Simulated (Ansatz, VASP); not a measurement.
# Two plane-wave programs on BN

The input INCAR:

```
ALGO = Normal ; DIPOL = 0.5 0.5 0.500
EDIFF = 1E-7 ; ENCUT = 520
GGA = PE ; IDIPOL = 3
ISIF = 2 ; ISMEAR = 0
IVDW = 12 ; LASPH = True
LCHARG = True ; LDIPOL = True
LELF = True ; LREAL = False
LVACPOTAV = True ; LVHAR = True
LWAVE = False ; NBANDS = 11
NELM = 80 ; PREC = Accurate
SIGMA = 0.05
```

KPOINTS

```
k-points
0
Gamma
  48 48 1
```

File POSCAR:

```
BN
1.0
    2.5092919669      0.0000000029      0.0000000000
   -1.2546459859      2.1731105874      0.0000000000
    0.0000000000      0.0000000000     17.0000000006
B N
1 1
Direct
    0.0000000000      0.0000000000      0.5000000000
    0.6666666667      0.3333333333      0.5000000000
```

Input for Ansatz:

```yaml
crystal:
  lattice:
    - [2.5092919669, 2.9e-09, 0.0]
    - [-1.2546459859, 2.1731105874, 0.0]
    - [0.0, 0.0, 17.0000000006]
  atoms:
    - { symbol: B, position: [0.0, 0.0, 0.5] }
    - { symbol: "N", position: [0.6666666667, 0.3333333333, 0.5] }
basis:
  ecutwfc: 420
  fft_grid_basis: typed
kpoints:
  mp_grid: { grid: [48, 48, 1] }
hamiltonian:
  xc: pbe
  dispersion: d3bj
scf:
  occupations: { method: gaussian, width: 0.05 }
output:
  forces: true
  eigenvalues: true
  band_densities:
    - { e_range: [-4.35, -3.55] }
    - { e_range: [-3.55, -2.95] }
    - { e_range: [-2.95, -2.6] }
    - { e_range: [-2.6, 0.0] }
  band_residual_tolerance: 1.0e-05
  write_potential: true
  elf: true
  write_density: true
  volumetric_format: npy
efield:
  axis: 3
  dipole_correction: true
  ramp_width: 0.04
checkpoint:
  read: start.run
  write: ck
  compress: false
  write_wavefunctions: false
  write_every: 100000
```

Alike in both runs: task single point; functional PBE; dispersion D3(BJ); k mesh 48 × 48 × 1; occupations gaussian, width 0.05 eV; no spin polarisation.

|  | VASP | Ansatz |
| --- | --- | --- |
| version | VASP 6.6.1 | Ansatz 0.2.0 |
| potentials or method | VASP PAW PBE potentials, release 64 (B, N), cutoff 520 eV | scalar-relativistic, plane waves, PAW |
| valence electrons in the cell | 8 | 8 |

```csv
,VASP,Ansatz,Ansatz less VASP
gap on the k mesh at the Fermi level (eV),4.67,4.67,+0.003
```

Ansatz's warnings: xc potential rough in thin density.
